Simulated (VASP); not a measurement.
# C (C2/m) in VASP: further runs, part 2 of 2

VASP 6.6.1.

### Step 4. Single point, PBE+D3(BJ) (mode 4 frozen in at -0.071 Å and mode 6 at -0.030 Å (largest displacements))

File INCAR:

```
SYSTEM = C
PREC = Accurate ; ENCUT = 520
EDIFF = 1E-6 ; ISMEAR = 0
SIGMA = 0.05 ; LREAL = .False.
LASPH = .True. ; NELM = 100
ALGO = Normal ; ISIF = 2
LWAVE = .False. ; LCHARG = .True.
GGA = PE ; IVDW = 12
LELF = .True. ; LVHAR = .True.
NBANDS = 11
```

File KPOINTS:

```
regular mesh
0
Gamma
  15 15 15
  0 0 0
```

File POSCAR:

```
C
1.0
    1.2324984681      0.7115833223      3.3613878357
   -1.2324984681      0.7115833223      3.3613878357
    0.0000000000     -1.4231666447      3.3613878357
C
2
Direct
    0.1524985088      0.1524985088      0.1735782609
    0.8475014912      0.8475014912      0.8264217391
```

Potentials or basis: VASP PAW PBE potentials, release 64 (C).

Command:

```sh
cat potpaw_PBE.64/C/POTCAR > POTCAR
mpirun -np 1 vasp_std > vasp.out
```

OUTCAR:

```text
SYSTEM = C
   PREC = Accurate
   ENCUT = 520
   EDIFF = 1E-6
   ISMEAR = 0
   LREAL = .False.
   LASPH = .True.
   NELM = 100
   ISIF = 2
   GGA = PE
   IVDW = 12
 IVDW          = 12

 ion  position               nearest neighbor table
   1  0.152  0.152  0.174-   2 1.37   2 1.46   2 1.46
   2  0.848  0.848  0.826-   1 1.37   1 1.46   1 1.46

  LATTYP: Found a trigonal (rhomboedric) cell.
 ALAT       =     3.6502508791
 COS(alpha) =     0.7719881893

  Lattice vectors:

[... 520 lines left out ...]

 [... further k-points ...]

------------------------ aborting loop because EDIFF is reached ----------------------------------------

 Edisp (eV)   -0.31224

 E8    (eV) :    -0.0885

  FORCE on cell =-STRESS in cart. coord.  units (eV):
  Direction    XX          YY          ZZ          XY          YZ          ZX
  --------------------------------------------------------------------------------------
  -------------------------------------------------------------------------------------
  Total      -0.34484     1.02106    -0.38682     0.00000    -0.47765     0.00000
  in kB     -31.23575    92.48698   -35.03808     0.00000   -43.26475     0.00000
  external pressure =        8.74 kB  Pullay stress =        0.00 kB

 VOLUME and BASIS-vectors are now :
 -----------------------------------------------------------------------------
  energy-cutoff  :      520.00
  volume of cell :       17.69
      direct lattice vectors                 reciprocal lattice vectors
     1.232498468  0.711583322  3.361387836     0.405680017  0.234219467  0.099165389
    -1.232498468  0.711583322  3.361387836    -0.405680017  0.234219467  0.099165389
     0.000000000 -1.423166645  3.361387836     0.000000000 -0.468438935  0.099165389

 POSITION                                       TOTAL-FORCE (eV/Angst)
 -----------------------------------------------------------------------------------
      0.00000     -0.03000      1.60868         0.000000      3.336800      2.299717
      0.00000      0.03000      8.47549         0.000000     -3.336800     -2.299717
 -----------------------------------------------------------------------------------
    total drift:                               -0.000000      0.000000     -0.000000

  FREE ENERGIE OF THE ION-ELECTRON SYSTEM (eV)
  ---------------------------------------------------
  free  energy   TOTEN  =       -18.4690587321 eV

  energy  without entropy=      -18.4690443646  energy(sigma->0) =      -18.46905155
```

OSZICAR:

```text
N       E                     dE             d eps       ncg     rms          rms(c)
DAV:   1     0.614496617030E+01    0.61450E+01   -0.45322E+03 20401   0.663E+02
DAV:   2    -0.187184812698E+02   -0.24863E+02   -0.23555E+02 26114   0.130E+02
DAV:   3    -0.193159575586E+02   -0.59748E+00   -0.59634E+00 25184   0.170E+01
DAV:   4    -0.193180879817E+02   -0.21304E-02   -0.21303E-02 23237   0.123E+00
DAV:   5    -0.193180959395E+02   -0.79578E-05   -0.79574E-05 25571   0.695E-02    0.627E+00
DAV:   6    -0.184318641988E+02    0.88623E+00   -0.74853E-01 23501   0.510E+00    0.365E+00
DAV:   7    -0.181532360988E+02    0.27863E+00   -0.84582E-01 24413   0.544E+00    0.103E+00
DAV:   8    -0.181569053692E+02   -0.36693E-02   -0.21525E-02 22391   0.938E-01    0.111E-01
DAV:   9    -0.181567415315E+02    0.16384E-03   -0.60312E-04 24548   0.163E-01    0.514E-02
DAV:  10    -0.181568141526E+02   -0.72621E-04   -0.10385E-04 22635   0.719E-02    0.203E-02
DAV:  11    -0.181568183131E+02   -0.41605E-05   -0.75462E-06 24551   0.179E-02    0.223E-03
DAV:  12    -0.181568186036E+02   -0.29055E-06   -0.69844E-07 22690   0.632E-03
   1 F= -.18469059E+02 E0= -.18469052E+02  d E =-.143674E-04
```

Wall time 1.8 min (1 thread of Intel Xeon Platinum 8559C (Emerald Rapids), shared host); peak memory 0.27 GiB.

Results:

```
Free energy                : -18.4691 eV
Pressure                   : 0.9 GPa
Largest force              : 4.053 eV/Å
Band gap on the k mesh     : 0.09 eV, direct
Dispersion energy per atom : -0.156 eV
```

Forces in eV/Å, atoms in the order of the input:
```
C    0.000  3.337  2.300
C    0.000 -3.337 -2.300
```

Stress tensor (GPa, compression positive):
```
-3.12  0.00  0.00
 0.00  9.25 -4.33
 0.00 -4.33 -3.50
```

Caveat: the cell differs from its parent crystal (mode 4 frozen in at -0.071 Å and mode 6 at -0.030 Å (largest displacements)); forces of over 1 eV/Å act on the atoms, so gaps and moduli don't describe the material at rest. A k mesh can miss the band edges.

### Step 5. Single point, PBE+D3(BJ) (mode 4 frozen in at +0.048 Å and mode 6 at -0.045 Å (largest displacements))

File INCAR:

```
  ALGO = Normal
  EDIFF = 1E-6
  ENCUT = 520
  GGA = PE
  ISIF = 2
  ISMEAR = 0
  IVDW = 12
  LASPH = True
  LCHARG = False
  LREAL = False
  LWAVE = False
  NBANDS = 11
  NELM = 100
  PREC = Accurate
  SIGMA = 0.05
```

File KPOINTS:

```
k-points
0
Gamma
  15 15 15
```

File POSCAR:

```
C
1.0
    1.2324984681      0.7115833223      3.3613878357
   -1.2324984681      0.7115833223      3.3613878357
    0.0000000000     -1.4231666447      3.3613878357
C
2
Direct
    0.1607660651      0.1607660651      0.1923856931
    0.8392339349      0.8392339349      0.8076143069
```

Potentials or basis: VASP PAW PBE potentials, release 64 (C).

Command:

```sh
cat potpaw_PBE.64/C/POTCAR > POTCAR
mpirun -np 1 vasp_std > vasp.out
```

OUTCAR:

```text
EDIFF = 1E-6
   ENCUT = 520
   GGA = PE
   ISIF = 2
   ISMEAR = 0
   IVDW = 12
   LASPH = True
   LREAL = False
   NELM = 100
   PREC = Accurate
 IVDW          = 12

 ion  position               nearest neighbor table
   1  0.161  0.161  0.192-   2 1.34   2 1.47   2 1.47
   2  0.839  0.839  0.808-   1 1.34   1 1.47   1 1.47

  LATTYP: Found a trigonal (rhomboedric) cell.
 ALAT       =     3.6502508791
 COS(alpha) =     0.7719881893

  Lattice vectors:

[... 520 lines left out ...]

 [... further k-points ...]

------------------------ aborting loop because EDIFF is reached ----------------------------------------

 Edisp (eV)   -0.31227

 E8    (eV) :    -0.0885

  FORCE on cell =-STRESS in cart. coord.  units (eV):
  Direction    XX          YY          ZZ          XY          YZ          ZX
  --------------------------------------------------------------------------------------
  -------------------------------------------------------------------------------------
  Total      -0.42266     1.83624    -0.11776     0.00000     0.49403     0.00000
  in kB     -38.28420   166.32474   -10.66702     0.00000    44.74865     0.00000
  external pressure =       39.12 kB  Pullay stress =        0.00 kB

 VOLUME and BASIS-vectors are now :
 -----------------------------------------------------------------------------
  energy-cutoff  :      520.00
  volume of cell :       17.69
      direct lattice vectors                 reciprocal lattice vectors
     1.232498468  0.711583322  3.361387836     0.405680017  0.234219467  0.099165389
    -1.232498468  0.711583322  3.361387836    -0.405680017  0.234219467  0.099165389
     0.000000000 -1.423166645  3.361387836     0.000000000 -0.468438935  0.099165389

 POSITION                                       TOTAL-FORCE (eV/Angst)
 -----------------------------------------------------------------------------------
      0.00000     -0.04500      1.72748         0.000000      5.274567     -1.478104
      0.00000      0.04500      8.35669         0.000000     -5.274567      1.478104
 -----------------------------------------------------------------------------------
    total drift:                               -0.000000      0.000000     -0.000000

  FREE ENERGIE OF THE ION-ELECTRON SYSTEM (eV)
  ---------------------------------------------------
  free  energy   TOTEN  =       -18.4321659596 eV

  energy  without entropy=      -18.4321659596  energy(sigma->0) =      -18.43216596
```

OSZICAR:

```text
N       E                     dE             d eps       ncg     rms          rms(c)
DAV:   1     0.624392222938E+01    0.62439E+01   -0.45464E+03 20430   0.663E+02
DAV:   2    -0.187321599521E+02   -0.24976E+02   -0.23701E+02 26006   0.131E+02
DAV:   3    -0.193395388398E+02   -0.60738E+00   -0.60621E+00 24844   0.171E+01
DAV:   4    -0.193417995477E+02   -0.22607E-02   -0.22606E-02 23118   0.129E+00
DAV:   5    -0.193418085090E+02   -0.89613E-05   -0.89613E-05 25275   0.745E-02    0.642E+00
DAV:   6    -0.184082593343E+02    0.93355E+00   -0.81627E-01 23138   0.532E+00    0.372E+00
DAV:   7    -0.181166775351E+02    0.29158E+00   -0.90476E-01 23722   0.562E+00    0.106E+00
DAV:   8    -0.181200427419E+02   -0.33652E-02   -0.20655E-02 22236   0.955E-01    0.116E-01
DAV:   9    -0.181198201237E+02    0.22262E-03   -0.74231E-04 24267   0.183E-01    0.516E-02
DAV:  10    -0.181198847203E+02   -0.64597E-04   -0.99100E-05 22284   0.739E-02    0.177E-02
DAV:  11    -0.181198907548E+02   -0.60346E-05   -0.80552E-06 24025   0.203E-02    0.325E-03
DAV:  12    -0.181198911194E+02   -0.36453E-06   -0.11175E-06 22641   0.785E-03
   1 F= -.18432166E+02 E0= -.18432166E+02  d E =-.194679E-10
```

stdout:

```text
POSCAR found type information on POSCAR C
 POSCAR found :  1 types and       2 ions
 scaLAPACK will be used
 LDA part: xc-table for (Slater+PW92), standard interpolation
 POSCAR, INCAR and KPOINTS ok, starting setup
 FFT: planning ... GRIDC
 FFT: planning ... GRID_SOFT
 FFT: planning ... GRID
 WAVECAR not read
 entering main loop
```

Run time: 1.8 min. Hardware: 1 thread of Intel Xeon Platinum 8559C (Emerald Rapids), shared host; peak memory 0.27 GiB.

Results:

```
Free energy                : -18.4322 eV
Pressure                   : 3.9 GPa
Largest force              : 5.478 eV/Å
Band gap on the k mesh     : 0.40 eV, indirect (least direct gap 0.55 eV)
Dispersion energy per atom : -0.156 eV
```

Forces on the atoms (eV/Å):
```
C    0.000  5.275 -1.478
C    0.000 -5.275  1.478
```

Caveat: the cell differs from its parent crystal (mode 4 frozen in at +0.048 Å and mode 6 at -0.045 Å (largest displacements)); forces of over 1 eV/Å act on the atoms, so gaps and moduli don't describe the material at rest. A k mesh can miss the band edges.
